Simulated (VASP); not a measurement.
Set up this calculation in VASP 6.6.1, as the native input.

```
Task                   : single point
Functional             : BLYP
Potentials or basis    : VASP PAW PBE potentials, release 64 (Co)
Cutoff                 : 520 eV
k mesh                 : 17 × 17 × 17
Occupations            : fermi-dirac, width 0.05 eV
Spin                   : collinear spin, ferromagnetic start
Starting moments       : [1.816] μB
Dipole correction      : no
Further INCAR settings : ALGO = Normal; EDIFF = 1e-06; NBANDS = 14
```

The structure of Co lies in POSCAR:

```
Co
1.0
   -1.4455873835      1.4455873835      1.4455873835
    1.4455873835     -1.4455873835      1.4455873835
    1.4455873835      1.4455873835     -1.4455873835
Co
1
Direct
    0.0000000000      0.0000000000      0.0000000000
```

This cell differs from its parent crystal: volume scaled by 1.04.

The input as run:

INCAR

```
SYSTEM = Co
PREC = Accurate ; ENCUT = 520
EDIFF = 1E-6 ; ISMEAR = -1
SIGMA = 0.05 ; LREAL = .FALSE.
LASPH = .TRUE. ; NELM = 150
ALGO = Normal ; ISIF = 2
LWAVE = .FALSE. ; LCHARG = .FALSE.
ISPIN = 2 ; MAGMOM = 1.816
LORBIT = 11 ; LMAXMIX = 4
GGA = B5 ; ALDAX = 1.0
AGGAX = 1.0 ; AGGAC = 1.0
ALDAC = 0.0 ; NBANDS = 14
```

KPOINTS

```
regular mesh
0
G
  17 17 17
  0 0 0
```

Potentials or basis: VASP PAW PBE potentials, release 64 (Co).

Command:

```console
$ cat potpaw_PBE.64/Co/POTCAR > POTCAR
$ mpirun -np 1 vasp_std > vasp.out
```

Results of the run:

The pressure is -6.8 GPa and the net moment is 1.74 μB per cell. The site moments are Co +1.77 μB. The valence electrons inside the program's atomic spheres are Co 8.11.

Caveat: the PAW data sets were made with another functional, which shifts forces and pressure a little.

It took 53 s on 1 thread of Intel(R) Xeon(R) Platinum 8488C (Sapphire Rapids), on a shared host, peak memory 0.16 GiB.
